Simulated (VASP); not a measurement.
Wanted: the native input for a VASP 6.6.1 run.

```
Task                    : density of states
Functional              : PBE
Potentials or basis     : VASP PAW PBE potentials, release 64 (La)
Cutoff                  : 520 eV
k mesh                  : 12 × 12 × 11
Occupations             : fermi-dirac, width 0.08 eV
Spin                    : no spin polarisation
Dipole correction       : no
k mesh for the DOS      : 18 × 18 × 17
Occupations for the DOS : tetrahedron
Further INCAR settings  : ALGO = Normal; EDIFF = 1e-07; NBANDS = 12
```

Crystal: La.

```
La
1.0
     2.62819    0.00000    0.00000
    -1.31409    2.27608    0.00000
     0.00000    0.00000    2.47060
La
1
Direct
  0.00000 0.00000 0.00000
```

This cell differs from its parent crystal: volume scaled by 0.4.

The input as run:

POSCAR

```
La
1.0
    2.6281862592      0.0000000000      0.0000000000
   -1.3140931296      2.2760760664      0.0000000000
    0.0000000000      0.0000000000      2.4706029418
La
1
Direct
    0.0000000000      0.0000000000      0.0000000000
```

INCAR.step1

```
ALGO = Normal ; EDIFF = 1E-7
ENCUT = 520 ; GGA = PE
ISIF = 2 ; ISMEAR = -1
LASPH = True ; LCHARG = True
LMAXMIX = 6 ; LREAL = False
LWAVE = False ; NBANDS = 12
NELM = 80 ; PREC = Accurate
SIGMA = 0.08
```

KPOINTS.step1

```
k-points
0
Gamma
  12 12 11
```

INCAR.step2

```
ALGO = Normal ; EDIFF = 1E-7
ENCUT = 520 ; GGA = PE
ICHARG = 11 ; ISIF = 2
ISMEAR = -5 ; LASPH = True
LCHARG = False ; LMAXMIX = 6
LORBIT = 11 ; LREAL = False
LWAVE = False ; NBANDS = 12
NEDOS = 2001 ; NELM = 80
PREC = Accurate ; SIGMA = 0.08
```

KPOINTS.step2

```
k-points
0
Gamma
  18 18 17
```

Potentials or basis: VASP PAW PBE potentials, release 64 (La).

Command:

```bash
$ cat potpaw_PBE.64/La/POTCAR > POTCAR
$ cp INCAR.step1 INCAR
$ cp KPOINTS.step1 KPOINTS
$ mpirun -np 1 vasp_std > vasp.out
$ cp INCAR.step2 INCAR
$ cp KPOINTS.step2 KPOINTS
$ mpirun -np 1 vasp_std > vasp.out
```

It gave:

```
Valence electrons inside the program's atomic spheres : La 10.78
```

Caveat: spin-orbit coupling is left out, which moves the levels of the heavy elements.

Run time: 51 s on 1 thread of Intel(R) Xeon(R) Platinum 8375C CPU @ 2.90GHz (Ice Lake) (shared host), peak memory 0.19 GiB.
